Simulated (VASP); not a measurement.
# Rh (I4/mmm) in VASP: a series of runs, part 2 of 2

VASP 6.6.1. Earlier steps stand in the parts before.

**4. Single point, LDA (13.93 Å³/atom)**

INCAR reads:

```
SYSTEM = Rh
  ALGO = Fast
  EDIFF = 1E-7
  ENCUT = 520
  GGA = CA
  ISIF = 2
  ISMEAR = 0
  LASPH = .TRUE.
  LCHARG = .FALSE.
  LREAL = .FALSE.
  LWAVE = .FALSE.
  NBANDS = 14
  NELM = 100
  PREC = Accurate
  SIGMA = 0.15
```

KPOINTS reads:

```
k-points
0
G
  22 22 22
  0 0 0
```

POSCAR reads:

```
Rh
1.0
    0.0000000000      1.8140010664      2.1169392444
    1.8140010664      0.0000000000      2.1169392444
    1.8140010664      1.8140010664      0.0000000000
Rh
1
Direct
    0.0000000000      0.0000000000      0.0000000000
```

Potentials or basis: VASP PAW LDA potentials, release 64 (Rh_pv).

On the command line:

```bash
$ cat potpaw_LDA.64/Rh_pv/POTCAR > POTCAR
$ mpirun -np 1 vasp_std > vasp.out
```

OUTCAR:

```text
SYSTEM = Rh
   EDIFF = 1E-7
   ENCUT = 520
   GGA = CA
   ISIF = 2
   ISMEAR = 0
   LASPH = .TRUE.
   LREAL = .FALSE.
   NELM = 100
   PREC = Accurate

 ion  position               nearest neighbor table
   1  0.000  0.000  0.000-

  LATTYP: Found a body centered tetragonal cell.
 ALAT       =     2.5653849103
 C/A-ratio  =     1.6503872272

  Lattice vectors:

 A1 = (  -1.8140010664,   0.0000000000,   2.1169392444)
 A2 = (   1.8140010664,   0.0000000000,   2.1169392444)
 A3 = (   0.0000000000,   1.8140010664,  -2.1169392444)

Analysis of symmetry for initial positions (statically):
=====================================================================
 Subroutine PRICEL returns:
 Original cell was already a primitive cell.

 Routine SETGRP: Setting up the symmetry group for a
 body centered tetragonal supercell.

 Subroutine GETGRP returns: Found 16 space group operations
 (whereof 16 operations were pure point group operations)
 out of a pool of 16 trial point group operations.

The static configuration has the point symmetry D_4h.

Analysis of symmetry for dynamics (positions and initial velocities):
=====================================================================
 Subroutine PRICEL returns:
 Original cell was already a primitive cell.

 Routine SETGRP: Setting up the symmetry group for a
 body centered tetragonal supercell.

 Subroutine GETGRP returns: Found 16 space group operations
 (whereof 16 operations were pure point group operations)
 out of a pool of 16 trial point group operations.

The dynamic configuration has the point symmetry D_4h.

 Subroutine INISYM returns: Found 16 space group operations
 (whereof 16 operations are pure point group operations),
 and found     1 'primitive' translations

----------------------------------------------------------------------------------------

                                     Primitive cell

  volume of cell :      13.9320

  direct lattice vectors                    reciprocal lattice vectors
     0.000000000  1.814001066  2.116939244    -0.275633796  0.275633796  0.236190057
     1.814001066  0.000000000  2.116939244     0.275633796 -0.275633796  0.236190057
     1.814001066  1.814001066  0.000000000     0.275633796  0.275633796 -0.236190057

  length of vectors
     2.787836371  2.787836371  2.565384910     0.455778150  0.455778150  0.455778150

  position of ions in fractional coordinates (direct lattice)
     0.000000000  0.000000000  0.000000000

  ion indices of the primitive-cell ions
   primitive index   ion index
                 1           1

----------------------------------------------------------------------------------------

 KPOINTS: k-points

Automatic generation of k-mesh.
 Grid dimensions read from file:
 generate k-points for:   22   22   22

 Generating k-lattice:

  Cartesian coordinates                     Fractional coordinates (reciprocal lattice)
    -0.012528809  0.012528809  0.010735912     0.045454545 -0.000000000  0.000000000
     0.012528809 -0.012528809  0.010735912    -0.000000000  0.045454545  0.000000000
     0.012528809  0.012528809 -0.010735912     0.000000000  0.000000000  0.045454545

  Length of vectors
     0.020717189  0.020717189  0.020717189

  Shift w.r.t. Gamma in fractional coordinates (k-lattice)
     0.000000000  0.000000000  0.000000000

 Subroutine IBZKPT returns following result:
 ===========================================

 Found    834 irreducible k-points:

 Following reciprocal coordinates:
            Coordinates               Weight
  0.000000  0.000000  0.000000      1.000000
  0.045455  0.000000  0.000000      8.000000
  0.090909  0.000000  0.000000      8.000000
  0.136364  0.000000  0.000000      8.000000
  0.181818  0.000000  0.000000      8.000000
  0.227273  0.000000  0.000000      8.000000
[... 16 lines left out ...]
  0.500000  0.045455  0.000000      8.000000
 -0.454545  0.045455  0.000000      8.000000
 [... further k-points ...]
   k-points           NKPTS =    834   k-points in BZ     NKDIM =    834   number of bands    NBANDS=     14
   number of dos      NEDOS =    301   number of ions     NIONS =      1
   total plane-waves  NPLWV =  11520
   dimension x,y,z NGX =    24 NGY =   24 NGZ =   20
   dimension x,y,z NGXF=    48 NGYF=   48 NGZF=   40
   ions per type =               1
   NGX,Y,Z   is equivalent  to a cutoff of  14.31, 14.31, 12.96 a.u.
   NGXF,Y,Z  is equivalent  to a cutoff of  28.62, 28.62, 25.92 a.u.
 SYSTEM =  Rh
   PREC   = accura    normal or accurate (medium, high low for compatibility)
   ISTART =      0    job   : 0-new  1-cont  2-samecut
   ICHARG =      2    charge: 1-file 2-atom 10-const
   ISPIN  =      1    spin polarized calculation?
   LNONCOLLINEAR =      F non collinear calculations
   LSORBIT =      F    spin-orbit coupling
   LASPH  =      T    aspherical Exc in radial PAW
   ENCUT  =  520.0 eV  38.22 Ry    6.18 a.u.   5.18  5.18  4.77*2*pi/ulx,y,z
   NELM   =    100;   NELMIN=  2; NELMDL= -5     # of ELM steps
   EDIFF  = 0.1E-06   stopping-criterion for ELM
   LREAL  =      F    real-space projection
   EDIFFG = 0.1E-05   stopping-criterion for IOM
   NSW    =      0    number of steps for IOM
   IBRION =     -1    ionic relax: 0-MD 1-quasi-New 2-CG
   NFREE  =      0    steps in history (QN), initial steepest desc. (CG)
   ISIF   =      2    stress and relaxation
   ISYM   =      2    0-nonsym 1-usesym 2-fastsym
   POTIM  = 0.5000    time-step for ionic-motion
   TEBEG  =    0.0;   TEEND  =   0.0 temperature during run
   PSTRESS=    0.0 pullay stress
   NELECT =      15.0000    total number of electrons
   NUPDOWN=      -1.0000    fix difference up-down
   EMIN   =  10.00;   EMAX   =-10.00  energy-range for DOS
   EFERMI =   0.00;   METHOD = LEGACY
   ISMEAR =     0;   SIGMA  =   0.15  broadening in eV -4-tet -1-fermi 0-gaus
   EFERMI_NEDOS =   21; number of points for ismear=-14 and -15
   IALGO  =     68    algorithm
   IMIX   =      4    mixing-type and parameters
     AMIX     =   0.40;   BMIX     =  1.00
     AMIX_MAG =   1.60;   BMIX_MAG =  1.00
  volume/ion in A,a.u.               =      13.93        94.02
  Fermi-wavevector in a.u.,A,eV,Ry     =   1.677905  3.170781 38.305380  2.815366
  Thomas-Fermi vector in A             =   2.762089
   LORBIT       =      0    0 simple, 1 ext, 2 COOP (PROOUT), +10 PAW based schemes
   GGA     = CA    functional components
   LHFCALC =     F    Hartree Fock is set to
   AEXX    =    0.0000 exact exchange contribution
   IVDW    =     0    specifies the selected vdW correction
   LEPSILON=     F    determine dielectric tensor
   LRPA    =     F    only Hartree local field effects (RPA)
 non-spin polarized calculation
 RMM-DIIS sequential band-by-band and
 Gauss-broadening in eV      SIGMA  =   0.15
  energy-cutoff  :      520.00
  volume of cell :       13.93
 maximum number of plane-waves:       385
 NGX is ok and might be reduce to    24
   NGX = 11   NGY = 11   NGZ =  9

 number of electron      15.0000003 magnetization

 Free energy of the ion-electron system (eV)
  ---------------------------------------------------
  ext. energy  EPLUGINS =         0.00000000
  ---------------------------------------------------
  free energy    TOTEN  =        -8.49782251 eV

  energy without entropy =       -8.48011804  energy(sigma->0) =       -8.48897028

 E-fermi :  11.4451     XC(G=0): -14.2585

 val. band max:       11.4449598540   @ k =   0.1364   0.0909   0.0455
 cond. band min:      11.4483663481   @ k =   0.3636   0.0455   0.0000
 fundamental gap:      0.0034064942
 Fermi energy:        11.4450791610

 k-point     1 :       0.0000    0.0000    0.0000
  band No.  band energies     occupation
      1     -34.6789      2.00000
      2     -34.6115      2.00000
      3     -34.6115      2.00000
      4       3.5450      2.00000
      5       7.3194      2.00000
      6       9.1571      2.00000
      7       9.1571      2.00000
      8       9.3307      2.00000
      9      11.4597      0.89030
     10      27.8241      0.00000
     11      30.0766      0.00000
     12      31.9285      0.00000
     13      34.2668      0.00000
     14      34.2668      0.00000
[... 377 lines left out ...]
      1     -35.3920      2.00000
      2     -34.8234      2.00000
      3     -34.6316      2.00000
      4       5.4889      2.00000
      5       7.6034      2.00000
      6       9.2353      2.00000
      7      11.3662      1.54269
      8      11.6803      0.02660
      9      13.1782      0.00000
     10      20.1973      0.00000
     11      26.3333      0.00000
     12      31.8152      0.00000
     13      31.9340      0.00000
     14      34.2228      0.00000

 [... further k-points ...]

------------------------ aborting loop because EDIFF is reached ----------------------------------------

  FORCE on cell =-STRESS in cart. coord.  units (eV):
  Direction    XX          YY          ZZ          XY          YZ          ZX
  --------------------------------------------------------------------------------------
  -------------------------------------------------------------------------------------
  Total        0.1870035      0.1870035     -2.8250676      0.0000000     -0.0000000      0.0000000
  in kB       21.5053636     21.5053636   -324.8822296      0.0000000     -0.0000000      0.0000000
  external PRESSURE =     -93.9571674 kB  Pullay stress =       0.0000000 kB

 VOLUME and BASIS-vectors are now :
 -----------------------------------------------------------------------------
  energy-cutoff  :      520.00
  volume of cell :       13.93
      direct lattice vectors                 reciprocal lattice vectors
     0.000000000  1.814001066  2.116939244    -0.275633796  0.275633796  0.236190057
     1.814001066  0.000000000  2.116939244     0.275633796 -0.275633796  0.236190057
     1.814001066  1.814001066  0.000000000     0.275633796  0.275633796 -0.236190057

 POSITION                                       TOTAL-FORCE (eV/Angst)
 -----------------------------------------------------------------------------------
      0.00000      0.00000      0.00000        -0.000000      0.000000      0.000000
 -----------------------------------------------------------------------------------
    total drift:                                0.000000      0.000000     -0.000000

  FREE ENERGIE OF THE ION-ELECTRON SYSTEM (eV)
  ---------------------------------------------------
  free  energy   TOTEN  =        -8.4978225133 eV

  energy  without entropy=       -8.4801180410  energy(sigma->0) =       -8.48897028
```

Run time: 3.3 min. Hardware: 1 thread of Intel Xeon 8259CL, shared host; peak memory 0.25 GiB.

What came out:

```
Free energy            : -8.4978 eV
Pressure               : -9.4 GPa
Band gap on the k mesh : zero (an odd number of electrons rules out a gap without spin polarisation)
```

Levels at points of the mesh, in eV from the Fermi level:
| k point | band 3 | band 4 | band 5 | band 6 | band 7 | band 8 | band 9 | band 10 | band 11 | band 12 |
| --- | --- | --- | --- | --- | --- | --- | --- | --- | --- | --- |
| (0.00, 0.00, 0.00) | -46.06 | -7.90 | -4.13 | -2.29 | -2.29 | -2.11 | 0.01 | 16.38 | 18.63 | 20.48 |
| (0.50, 0.00, 0.00) | -46.08 | -6.02 | -3.83 | -2.25 | 0.29 | 0.81 | 0.89 | 8.65 | 14.89 | 20.48 |
| (0.50, 0.50, 0.00) | -46.20 | -6.16 | -5.86 | 0.78 | 0.89 | 0.89 | 1.29 | 9.38 | 15.13 | 15.13 |
| (0.50, 0.00, 0.50) | -46.28 | -6.24 | -5.70 | 0.15 | 0.35 | 1.84 | 4.37 | 11.77 | 13.15 | 13.57 |

Caveat: the stress differs along the axes, from -32 to 2 GPa.

**5. Single point, LDA (13.93 Å³/atom)**

INCAR reads:

```
  PREC = Accurate
  ENCUT = 520
  EDIFF = 1E-6
  ISMEAR = 0
  SIGMA = 0.15
  LREAL = F
  LASPH = T
  NELM = 60
  ALGO = Fast
  ISIF = 2
  LWAVE = F
  LCHARG = T
  GGA = CA
  LELF = T
  LVHAR = T
  NBANDS = 14
```

KPOINTS reads:

```
Automatic mesh
0
Gamma
  22 22 22
```

POSCAR reads:

```
Rh
1.0
    0.0000000000      2.0631632255      1.6365010705
    2.0631632255      0.0000000000      1.6365010705
    2.0631632255      2.0631632255      0.0000000000
Rh
1
Direct
    0.0000000000      0.0000000000      0.0000000000
```

Potentials or basis: VASP PAW LDA potentials, release 64 (Rh_pv).

On the command line:

```bash
$ cat potpaw_LDA.64/Rh_pv/POTCAR > POTCAR
$ mpirun -np 1 vasp_std > vasp.out
```

OUTCAR:

```text
PREC = Accurate
   ENCUT = 520
   EDIFF = 1E-6
   ISMEAR = 0
   LREAL = F
   LASPH = T
   NELM = 60
   ISIF = 2
   GGA = CA

 ion  position               nearest neighbor table
   1  0.000  0.000  0.000-

  LATTYP: Found a body centered tetragonal cell.
 ALAT       =     2.9177534149
 C/A-ratio  =     1.1217541977

  Lattice vectors:

 A1 = (   0.0000000000,  -2.0631632255,  -1.6365010705)
 A2 = (   0.0000000000,   2.0631632255,  -1.6365010705)
 A3 = (   2.0631632255,   0.0000000000,   1.6365010705)

Analysis of symmetry for initial positions (statically):
=====================================================================
 Subroutine PRICEL returns:
 Original cell was already a primitive cell.

 Routine SETGRP: Setting up the symmetry group for a
 body centered tetragonal supercell.

 Subroutine GETGRP returns: Found 16 space group operations
 (whereof 16 operations were pure point group operations)
 out of a pool of 16 trial point group operations.

The static configuration has the point symmetry D_4h.

Analysis of symmetry for dynamics (positions and initial velocities):
=====================================================================
[... 172 lines left out ...]
      7       9.0103      2.00000
      8      10.0625      2.00000
      9      11.2588      1.60557
     10      28.4119      0.00000
     11      30.5944      0.00000
     12      30.5944      0.00000
     13      32.0439      0.00000
     14      38.6976      0.00000
[... 377 lines left out ...]
      1     -35.2799      2.00000
      2     -34.8190      2.00000
      3     -34.5623      2.00000
      4       5.4881      2.00000
      5       7.3093      2.00000
      6       9.7898      2.00000
      7      10.9256      1.99993
      8      12.5808      0.00000
      9      12.7079      0.00000
     10      20.5909      0.00000
     11      26.5175      0.00000
     12      30.6696      0.00000
     13      32.0443      0.00000
     14      35.4052      0.00000

 [... further k-points ...]

------------------------ aborting loop because EDIFF is reached ----------------------------------------

  FORCE on cell =-STRESS in cart. coord.  units (eV):
  Direction    XX          YY          ZZ          XY          YZ          ZX
  --------------------------------------------------------------------------------------
  -------------------------------------------------------------------------------------
  Total       -1.5031390     -1.5031390      0.8559456      0.0000000     -0.0000000      0.0000000
  in kB     -172.8606969   -172.8606969     98.4335785      0.0000000     -0.0000000      0.0000000
  external PRESSURE =     -82.4292718 kB  Pullay stress =       0.0000000 kB

 VOLUME and BASIS-vectors are now :
 -----------------------------------------------------------------------------
  energy-cutoff  :      520.00
  volume of cell :       13.93
      direct lattice vectors                 reciprocal lattice vectors
     0.000000000  2.063163225  1.636501071    -0.242346313  0.242346313  0.305529895
     2.063163225  0.000000000  1.636501071     0.242346313 -0.242346313  0.305529895
     2.063163225  2.063163225  0.000000000     0.242346313  0.242346313 -0.305529895

 POSITION                                       TOTAL-FORCE (eV/Angst)
 -----------------------------------------------------------------------------------
      0.00000      0.00000      0.00000         0.000000      0.000000      0.000000
 -----------------------------------------------------------------------------------
    total drift:                                0.000000      0.000000      0.000000

  FREE ENERGIE OF THE ION-ELECTRON SYSTEM (eV)
  ---------------------------------------------------
  free  energy   TOTEN  =        -8.3954784200 eV

  energy  without entropy=       -8.3725437282  energy(sigma->0) =       -8.38401107
```

OSZICAR:

```text
N       E                     dE             d eps       ncg     rms          rms(c)
DAV:   1     0.119720655417E+03    0.11972E+03   -0.87753E+03 23440   0.115E+03
DAV:   2    -0.731022996645E+01   -0.12703E+03   -0.12137E+03 25590   0.341E+02
DAV:   3    -0.890194758367E+01   -0.15917E+01   -0.15880E+01 28386   0.421E+01
DAV:   4    -0.890799523609E+01   -0.60477E-02   -0.60472E-02 26924   0.265E+00
DAV:   5    -0.890805009609E+01   -0.54860E-04   -0.54860E-04 27846   0.223E-01    0.105E+01
RMM:   6    -0.841639593600E+01    0.49165E+00   -0.79765E-01 24902   0.858E+00    0.382E+00
RMM:   7    -0.839996824842E+01    0.16428E-01   -0.22765E-02 25630   0.158E+00    0.182E+00
RMM:   8    -0.839559888096E+01    0.43694E-02   -0.55735E-03 27545   0.895E-01    0.142E-01
RMM:   9    -0.839546747697E+01    0.13140E-03   -0.52853E-04 28331   0.252E-01    0.177E-02
RMM:  10    -0.839547780655E+01   -0.10330E-04   -0.60819E-05 28913   0.104E-01    0.898E-03
RMM:  11    -0.839547822489E+01   -0.41834E-06   -0.12178E-05 28746   0.448E-02    0.402E-03
RMM:  12    -0.839547842000E+01   -0.19511E-06   -0.30302E-06 22396   0.238E-02
   1 F= -.83954784E+01 E0= -.83840111E+01  d E =-.229347E-01
```

stdout:

```text
POSCAR found type information on POSCAR Rh
 POSCAR found :  1 types and       1 ions
 scaLAPACK will be used
 LDA part: xc-table for (Slater(with rela. corr.)+CA(PZ))
 , standard interpolation
 POSCAR, INCAR and KPOINTS ok, starting setup
 FFT: planning ... GRIDC
 FFT: planning ... GRID_SOFT
 FFT: planning ... GRID
 WAVECAR not read
 entering main loop
WARNING in EDDRMM: call to ZHEGV failed, returncode =   6  3     14
WARNING in EDDRMM: call to ZHEGV failed, returncode =   6  3     14
WARNING in EDDRMM: call to ZHEGV failed, returncode =   6  3     14
```

It took 3.8 min on 1 thread of Intel Xeon 8259CL, shared host; peak memory 0.25 GiB.

What came out:

- Free energy: -8.3955 eV
- Pressure: -8.2 GPa
- Band gap on the k mesh: zero (an odd number of electrons rules out a gap without spin polarisation)

Caveat: the stress differs along the axes, from -17 to 10 GPa.

**6. The runs side by side**

| cell | further INCAR settings | gap on the mesh (eV) | pressure (GPa) |
| --- | --- | --- | --- |
| a = 2.648, b = 2.648, c = 2.844 Å, angles 57.5, 57.5, 65.0°, 1 atom | ALGO = Fast; EDIFF = 1e-07; NBANDS = 14 | none | -10.7 |
| a = 2.633, b = 2.633, c = 3.152 Å, angles 53.2, 53.2, 73.5°, 1 atom | ALGO = Fast; EDIFF = 1e-07; NBANDS = 14 | none | -7.4 |
| a = 2.788, b = 2.788, c = 2.565 Å, angles 62.6, 62.6, 54.8°, 1 atom | ALGO = Fast; EDIFF = 1e-07; NBANDS = 14 | none | -9.4 |
| a = 2.633, b = 2.633, c = 2.918 Å, angles 56.4, 56.4, 67.3°, 1 atom | ALGO = Fast; EDIFF = 1e-06; NBANDS = 14 | none | -8.2 |

Alike in all rows: task single point; level LDA; potentials or basis VASP PAW LDA potentials, release 64 (Rh_pv); no spin polarisation; k mesh 22 × 22 × 22; cutoff (eV) 520; smearing gaussian 0.15 eV.

Caveats: the stress differs along the axes, from -20 to 7 GPa (at least some runs); the stress differs along the axes, from -20 to -1 GPa (at least some runs); the stress differs along the axes, from -32 to 2 GPa (at least some runs); the stress differs along the axes, from -17 to 10 GPa (at least some runs).

Absolute energies hang on the potentials; compare differences alone.
